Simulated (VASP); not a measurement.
# Be2Se (P-4m2) in VASP: further runs

Runs on Be2Se. Level: PBE. Tasks: relaxation of cell and atoms, single point.

All numbers are computed with VASP 6.6.1; they aren't measurements. Logs are shortened: lines on timing, memory, paths and dates and some standing lists are left out, and cuts for length are marked.

## Step 1: The cell of the first run

It takes space group P-4m2 (No. 115, tetragonal). The conventional cell has a = 3.550 Å, b = 3.550 Å, c = 9.900 Å, α = 90.00°, β = 90.00°, γ = 90.00°. Be (site symmetry 2mm) has 4 Be at 2.12 Å and 2 Se at 2.16 Å within 2.8 Å. Be (site symmetry -4m2) has 8 Be at 2.12 to 2.51 Å within 2.8 Å. Be (site symmetry -4m2) has 8 Be at 2.12 to 2.51 Å and 2 Se at 2.41 Å within 2.8 Å. Within 2.9 Å of Be (site symmetry 2mm) lie 4 Se at 2.18 to 2.19 Å. Se (site symmetry 2mm) has 5 Be at 2.16 to 2.41 Å within 2.9 Å. Se (site symmetry -4m2) has 4 Be at 2.18 Å within 2.9 Å.

## Step 2: Relaxation of cell and atoms, PBE

File INCAR:

```
SYSTEM = Be2Se
PREC     = Accurate       ! precision mode
ENCUT    = 600            ! plane-wave cutoff, eV
EDIFF    = 1E-7           ! SCF threshold, eV
ISMEAR   = 0              ! smearing method
SIGMA    = 0.2            ! smearing width, eV
LREAL    = .FALSE.        ! projectors in reciprocal space
LASPH    = .TRUE.         ! aspherical terms in the spheres
NELM     = 60             ! most SCF steps
ALGO     = Normal         ! electronic algorithm
ISIF     = 3              ! what is computed and relaxed
LWAVE    = .FALSE.        ! write WAVECAR
LCHARG   = .FALSE.        ! write CHGCAR
GGA      = PE             ! functional
IBRION   = 2              ! ionic algorithm
NSW      = 36             ! ionic steps
EDIFFG   = -0.08          ! ionic threshold
```

File KPOINTS:

```
regular mesh
0
G
  5 5 2
  0 0 0
```

File POSCAR:

```
Be2Se
1.0
    3.5500000000      0.0000000000      0.0000000000
    0.0000000000      3.5500000000      0.0000000000
    0.0000000000      0.0000000000      9.9000000000
Be Se
6 3
Direct
    0.5000000000      0.0000000000      0.6180000000
    0.0000000000      0.0000000000      0.5000000000
    0.0000000000      0.5000000000      0.3820000000
    0.5000000000      0.5000000000      0.5000000000
    0.5000000000      0.0000000000      0.1280000000
    0.0000000000      0.5000000000      0.8720000000
    0.5000000000      0.5000000000      0.7430000000
    0.5000000000      0.5000000000      0.2570000000
    0.0000000000      0.0000000000      0.0000000000
```

Potentials or basis: VASP PAW PBE potentials, release 64 (Be, Se).

On the command line:

```
$ cat potpaw_PBE.64/Be/POTCAR potpaw_PBE.64/Se/POTCAR > POTCAR
$ mpirun -np 1 vasp_std > vasp.out
```

OUTCAR:

```text
SYSTEM = Be2Se
   PREC = Accurate
   ENCUT = 600
   EDIFF = 1E-7
   ISMEAR = 0
   LREAL = .FALSE.
   LASPH = .TRUE.
   NELM = 60
   ISIF = 3
   GGA = PE
   IBRION = 2
   NSW = 36
   EDIFFG = -0.08

 ion  position               nearest neighbor table
   1  0.500  0.000  0.618-   2 2.12   4 2.12   4 2.12   2 2.12   7 2.16   7 2.16
   2  0.000  0.000  0.500-   1 2.12   3 2.12   3 2.12   1 2.12
   3  0.000  0.500  0.382-   2 2.12   4 2.12   2 2.12   4 2.12   8 2.16   8 2.16
   4  0.500  0.500  0.500-   1 2.12   3 2.12   1 2.12   3 2.12   7 2.41   8 2.41
   5  0.500  0.000  0.128-   9 2.18   9 2.18   8 2.19   8 2.19
   6  0.000  0.500  0.872-   9 2.18   9 2.18   7 2.19   7 2.19
   7  0.500  0.500  0.743-   1 2.16   1 2.16   6 2.19   6 2.19   4 2.41
   8  0.500  0.500  0.257-   3 2.16   3 2.16   5 2.19   5 2.19   4 2.41
   9  0.000  0.000  0.000-   5 2.18   6 2.18   6 2.18   5 2.18

  LATTYP: Found a simple tetragonal cell.
 ALAT       =     3.5500000000
 C/A-ratio  =     2.7887323944

  Lattice vectors:

 A1 = (   3.5500000000,   0.0000000000,   0.0000000000)
 A2 = (   0.0000000000,   3.5500000000,   0.0000000000)
 A3 = (   0.0000000000,   0.0000000000,   9.9000000000)

Analysis of symmetry for initial positions (statically):
=====================================================================
 Subroutine PRICEL returns:
 Original cell was already a primitive cell.

 Routine SETGRP: Setting up the symmetry group for a
 simple tetragonal supercell.

 Subroutine GETGRP returns: Found  8 space group operations
 (whereof  8 operations were pure point group operations)
 out of a pool of 16 trial point group operations.

The static configuration has the point symmetry D_2d.

Analysis of symmetry for dynamics (positions and initial velocities):
=====================================================================
 Subroutine PRICEL returns:
 Original cell was already a primitive cell.

 Routine SETGRP: Setting up the symmetry group for a
 simple tetragonal supercell.

 Subroutine GETGRP returns: Found  8 space group operations
 (whereof  8 operations were pure point group operations)
 out of a pool of 16 trial point group operations.

The dynamic configuration has the point symmetry D_2d.

 Subroutine INISYM returns: Found  8 space group operations
 (whereof  8 operations are pure point group operations),
 and found     1 'primitive' translations

----------------------------------------------------------------------------------------

                                     Primitive cell

  volume of cell :     124.7647

  direct lattice vectors                    reciprocal lattice vectors
     3.550000000  0.000000000  0.000000000     0.281690141  0.000000000  0.000000000
     0.000000000  3.550000000  0.000000000     0.000000000  0.281690141  0.000000000
     0.000000000  0.000000000  9.900000000     0.000000000  0.000000000  0.101010101

  length of vectors
     3.550000000  3.550000000  9.900000000     0.281690141  0.281690141  0.101010101

  position of ions in fractional coordinates (direct lattice)
     0.500000000  0.000000000  0.618000000
     0.000000000  0.000000000  0.500000000
     0.000000000  0.500000000  0.382000000
     0.500000000  0.500000000  0.500000000
     0.500000000  0.000000000  0.128000000
     0.000000000  0.500000000  0.872000000
     0.500000000  0.500000000  0.743000000
     0.500000000  0.500000000  0.257000000
     0.000000000  0.000000000  0.000000000

  ion indices of the primitive-cell ions
   primitive index   ion index
                 1           1
                 2           2
                 3           3
                 4           4
                 5           5
                 6           6
                 7           7
                 8           8
                 9           9

----------------------------------------------------------------------------------------

 KPOINTS: regular mesh

Automatic generation of k-mesh.
 Grid dimensions read from file:
 generate k-points for:    5    5    2

 Generating k-lattice:

  Cartesian coordinates                     Fractional coordinates (reciprocal lattice)
     0.056338028  0.000000000  0.000000000     0.200000000  0.000000000  0.000000000
     0.000000000  0.056338028  0.000000000     0.000000000  0.200000000  0.000000000
     0.000000000  0.000000000  0.050505051     0.000000000  0.000000000  0.500000000

  Length of vectors
     0.056338028  0.056338028  0.050505051

  Shift w.r.t. Gamma in fractional coordinates (k-lattice)
     0.000000000  0.000000000  0.000000000

 Subroutine IBZKPT returns following result:
 ===========================================

 Found     12 irreducible k-points:

 Following reciprocal coordinates:
            Coordinates               Weight
  0.000000  0.000000  0.000000      1.000000
  0.200000  0.000000  0.000000      4.000000
  0.400000  0.000000  0.000000      4.000000
  0.200000  0.200000  0.000000      4.000000
  0.400000  0.200000  0.000000      8.000000
  0.400000  0.400000  0.000000      4.000000
  0.000000  0.000000  0.500000      1.000000
  0.200000  0.000000  0.500000      4.000000
  0.400000  0.000000  0.500000      4.000000
  0.200000  0.200000  0.500000      4.000000
  0.400000  0.200000  0.500000      8.000000
  0.400000  0.400000  0.500000      4.000000
   k-points           NKPTS =     12   k-points in BZ     NKDIM =     12   number of bands    NBANDS=     20
   number of dos      NEDOS =    301   number of ions     NIONS =      9
   total plane-waves  NPLWV =  62720
   dimension x,y,z NGX =    28 NGY =   28 NGZ =   80
   dimension x,y,z NGXF=    56 NGYF=   56 NGZF=  160
   ions per type =               6   3
   NGX,Y,Z   is equivalent  to a cutoff of  13.11, 13.11, 13.43 a.u.
   NGXF,Y,Z  is equivalent  to a cutoff of  26.22, 26.22, 26.87 a.u.
 SYSTEM =  Be2Se
   PREC   = accura    normal or accurate (medium, high low for compatibility)
   ISTART =      0    job   : 0-new  1-cont  2-samecut
   ICHARG =      2    charge: 1-file 2-atom 10-const
   ISPIN  =      1    spin polarized calculation?
   LNONCOLLINEAR =      F non collinear calculations
   LSORBIT =      F    spin-orbit coupling
   LASPH  =      T    aspherical Exc in radial PAW
   ENCUT  =  600.0 eV  44.10 Ry    6.64 a.u.   7.09  7.09 19.77*2*pi/ulx,y,z
   NELM   =     60;   NELMIN=  2; NELMDL= -5     # of ELM steps
   EDIFF  = 0.1E-06   stopping-criterion for ELM
   LREAL  =      F    real-space projection
   EDIFFG = -.8E-01   stopping-criterion for IOM
   NSW    =     36    number of steps for IOM
   IBRION =      2    ionic relax: 0-MD 1-quasi-New 2-CG
   NFREE  =      1    steps in history (QN), initial steepest desc. (CG)
   ISIF   =      3    stress and relaxation
   ISYM   =      2    0-nonsym 1-usesym 2-fastsym
   POTIM  = 0.5000    time-step for ionic-motion
   TEBEG  =    0.0;   TEEND  =   0.0 temperature during run
   PSTRESS=    0.0 pullay stress
   NELECT =      30.0000    total number of electrons
   NUPDOWN=      -1.0000    fix difference up-down
   EMIN   =  10.00;   EMAX   =-10.00  energy-range for DOS
   EFERMI =   0.00;   METHOD = LEGACY
   ISMEAR =     0;   SIGMA  =   0.20  broadening in eV -4-tet -1-fermi 0-gaus
   EFERMI_NEDOS =   21; number of points for ismear=-14 and -15
   IALGO  =     38    algorithm
   IMIX   =      4    mixing-type and parameters
     AMIX     =   0.40;   BMIX     =  1.00
     AMIX_MAG =   1.60;   BMIX_MAG =  1.00
  volume/ion in A,a.u.               =      13.86        93.55
  Fermi-wavevector in a.u.,A,eV,Ry     =   1.018008  1.923757 14.100272  1.036341
  Thomas-Fermi vector in A             =   2.151441
   LORBIT       =      0    0 simple, 1 ext, 2 COOP (PROOUT), +10 PAW based schemes
   GGA     = PE    functional components
   LHFCALC =     F    Hartree Fock is set to
   AEXX    =    0.0000 exact exchange contribution
   IVDW    =     0    specifies the selected vdW correction
   LEPSILON=     F    determine dielectric tensor
   LRPA    =     F    only Hartree local field effects (RPA)
 conjugate gradient relaxation of ions
 non-spin polarized calculation
 Gauss-broadening in eV      SIGMA  =   0.20
  energy-cutoff  :      600.00
  volume of cell :      124.76
 maximum number of plane-waves:      4186
   NGX = 15   NGY = 15   NGZ = 39

--------------------------------------- Ionic step        1  -------------------------------------------

 number of electron      29.9999998 magnetization

 Free energy of the ion-electron system (eV)
  ---------------------------------------------------
  ext. energy  EPLUGINS =         0.00000000
  ---------------------------------------------------
  free energy    TOTEN  =       -33.62649057 eV

  energy without entropy =      -33.55819698  energy(sigma->0) =      -33.59234378

------------------------ aborting loop because EDIFF is reached ----------------------------------------

  FORCE on cell =-STRESS in cart. coord.  units (eV):
  Direction    XX          YY          ZZ          XY          YZ          ZX
  --------------------------------------------------------------------------------------
  -------------------------------------------------------------------------------------
  Total        4.2368638      4.2368638      7.6611476      0.0000000      0.0000000      0.0000000
  in kB       54.4080535     54.4080535     98.3812898      0.0000000      0.0000000      0.0000000
  external PRESSURE =      69.0657989 kB  Pullay stress =       0.0000000 kB
[... 329 lines left out ...]
  energy  without entropy=      -34.2087703802  energy(sigma->0) =      -34.22928833

--------------------------------------- Ionic step        9  -------------------------------------------

 number of electron      30.0000000 magnetization

 Free energy of the ion-electron system (eV)
  ---------------------------------------------------
  ext. energy  EPLUGINS =         0.00000000
  ---------------------------------------------------
  free energy    TOTEN  =       -34.26894736 eV

  energy without entropy =      -34.22621656  energy(sigma->0) =      -34.24758196

 E-fermi :   4.2835     XC(G=0):  -9.4815

 val. band max:        4.2309201039   @ k =   0.2000   0.0000   0.5000
 cond. band min:       4.3383287205   @ k =   0.2000   0.2000   0.5000
 fundamental gap:      0.1074086165
 Fermi energy:         4.2835459540

 k-point     1 :       0.0000    0.0000    0.0000
  band No.  band energies     occupation
      1     -10.6902      2.00000
      2     -10.1687      2.00000
      3      -9.5328      2.00000
      4      -3.2555      2.00000
      5      -2.3015      2.00000
      6       0.5529      2.00000
[... 12 lines left out ...]
     19       7.6308      0.00000
[... 288 lines left out ...]
  FREE ENERGIE OF THE ION-ELECTRON SYSTEM (eV)
  ---------------------------------------------------
  free  energy   TOTEN  =       -34.2689473621 eV

  energy  without entropy=      -34.2262165614  energy(sigma->0) =      -34.24758196

 reached required accuracy - stopping structural energy minimisation
```

Run time: 7.1 min. Hardware: 1 thread of AMD EPYC 7R13, shared host; peak memory 0.23 GiB.

What came out:

```
Free energy                            : -34.2689 eV
Relaxed volume                         : 15.03 Å³/atom
Relaxed cell                           : a = 3.460 Å, b = 3.460 Å, c = 11.298 Å, α = 90.00°, β = 90.00°, γ = 90.00°
Space group after relaxing (to 0.05 Å) : P-4m2 (No. 115)
Energy gained by relaxing              : 71.4 meV/atom
Ionic steps                            : 9
Pressure after relaxing                : 0.2 GPa
Largest force after relaxing           : 0.034 eV/Å
Band gap on the k mesh                 : zero (band 15 reaches 5.52 eV, above the bottom of band 16 at 4.01 eV)
```

Forces in eV/Å, atoms in the order of the input:
```
Be   0.000  0.000 -0.015
Be   0.000  0.000  0.000
Be   0.000  0.000  0.015
Be   0.000  0.000  0.000
Be   0.000  0.000 -0.034
Be   0.000  0.000  0.034
Se   0.000  0.000  0.022
Se   0.000  0.000 -0.022
Se   0.000  0.000  0.000
```

The path:
```tsv
step	energy change (eV)	largest force (eV/Å)	pressure (GPa)	volume (Å³)
1	0.0000	0.4285	6.91	124.76
2	-0.2671	0.3373	-0.18	135.86
3	-0.2680	0.3469	-0.59	136.67
4	-0.3092	0.4078	-0.50	136.50
5	-0.4358	0.5338	-0.25	135.87
6	-0.5852	0.3771	0.50	134.09
7	-0.6220	0.1626	-0.12	135.60
8	-0.6233	0.2054	-0.24	135.93
9	-0.6425	0.0335	0.22	135.28
```

Final structure:
```
CELL_PARAMETERS angstrom
3.46026 0.00000 0.00000
0.00000 3.46026 0.00000
0.00000 0.00000 11.29822
ATOMIC_POSITIONS crystal
Be 0.50000 0.00000 0.64243
Be 0.00000 0.00000 0.50000
Be 0.00000 0.50000 0.35757
Be 0.50000 0.50000 0.50000
Be 0.50000 0.00000 0.11965
Be 0.00000 0.50000 0.88035
Se 0.50000 0.50000 0.76034
Se 0.50000 0.50000 0.23966
Se 0.00000 0.00000 0.00000
```

Levels at points of the mesh, in eV from the Fermi level:
| k point | band 12 | band 13 | band 14 | band 15 | band 16 | band 17 | band 18 | band 19 |
| --- | --- | --- | --- | --- | --- | --- | --- | --- |
| (0.00, 0.00, 0.00) | -1.48 | -1.48 | -0.29 | 1.24 | 1.24 | 2.30 | 2.91 | 3.35 |
| (0.00, 0.00, 0.50) | -1.37 | -1.37 | -0.98 | 1.08 | 1.08 | 2.30 | 2.89 | 3.53 |

Caveat: the relaxation stopped at a loose force limit of 0.08 eV/Å, so its end isn't a converged minimum.

## Step 3: Single point, PBE (volume scaled by 0.97, then relaxed in part)

File INCAR:

```
PREC     = Accurate       # precision mode
ENCUT    = 520            # plane-wave cutoff, eV
EDIFF    = 1E-6           # SCF threshold, eV
ISMEAR   = 0              # smearing method
SIGMA    = 0.1            # smearing width, eV
LREAL    = F              # projectors in reciprocal space
LASPH    = T              # aspherical terms in the spheres
NELM     = 80             # most SCF steps
ALGO     = Normal         # electronic algorithm
ISIF     = 2              # what is computed and relaxed
LWAVE    = F              # write WAVECAR
LCHARG   = F              # write CHGCAR
GGA      = PE             # functional
NBANDS   = 25             # bands
```

File KPOINTS:

```
regular mesh
0
Gamma
  10 10 4
```

File POSCAR:

```
Be2Se
1.0
    3.4273241481      0.0000000000      0.0000000000
    0.0000000000      3.4273241481      0.0000000000
    0.0000000000      0.0000000000     11.2020282724
Be Se
6 3
Direct
    0.5000000000      0.0000000000      0.6417859818
    0.0000000000      0.0000000000      0.5000000000
    0.0000000000      0.5000000000      0.3582140182
    0.5000000000      0.5000000000      0.5000000000
    0.5000000000      0.0000000000      0.1193782614
    0.0000000000      0.5000000000      0.8806217386
    0.5000000000      0.5000000000      0.7602150876
    0.5000000000      0.5000000000      0.2397849124
    0.0000000000      0.0000000000      0.0000000000
```

Potentials or basis: VASP PAW PBE potentials, release 64 (Be, Se).

On the command line:

```
$ cat potpaw_PBE.64/Be/POTCAR potpaw_PBE.64/Se/POTCAR > POTCAR
$ mpirun -np 1 vasp_std > vasp.out
```

Wall time 5.4 min (1 thread of AMD EPYC 7R13, shared host); peak memory 0.31 GiB.

Results (log left out):

| Property | Result |
| --- | --- |
| Free energy | -34.2459 eV |
| Pressure | 2.5 GPa |
| Largest force | 0.019 eV/Å |
| Band gap on the k mesh | zero (band 15 reaches 5.76 eV, above the bottom of band 16 at 3.99 eV) |

Forces in eV/Å, atoms in the order of the input:
```
Be   0.000  0.000 -0.019
Be   0.000  0.000  0.000
Be   0.000  0.000  0.019
Be   0.000  0.000  0.000
Be   0.000  0.000 -0.002
Be   0.000  0.000  0.002
Se   0.000  0.000 -0.005
Se   0.000  0.000  0.005
Se   0.000  0.000  0.000
```

Stress tensor (GPa, compression positive):
```
2.57 0.00 0.00
0.00 2.57 0.00
0.00 0.00 2.44
```

Levels at points of the mesh, in eV from the Fermi level:
| k point | band 13 | band 14 | band 15 | band 16 | band 17 | band 18 |
| --- | --- | --- | --- | --- | --- | --- |
| (0.00, 0.00, 0.00) | -1.41 | -0.21 | 1.32 | 1.32 | 2.39 | 3.03 |
| (0.50, 0.00, 0.00) | -1.63 | -1.55 | -0.18 | 1.34 | 3.54 | 3.57 |
| (0.50, 0.50, 0.00) | -2.92 | -2.92 | -1.73 | -0.24 | -0.22 | 2.27 |
| (0.00, 0.00, 0.50) | -1.28 | -0.89 | 1.15 | 1.15 | 2.38 | 3.02 |
| (0.50, 0.00, 0.50) | -1.63 | -1.56 | -0.50 | 1.95 | 3.53 | 3.77 |
| (0.50, 0.50, 0.50) | -2.98 | -2.98 | -1.65 | -0.45 | 0.24 | 1.35 |

Caveat: the cell differs from its parent crystal (volume scaled by 0.97, then relaxed in part).

(Part 1 of 2 ends here.)
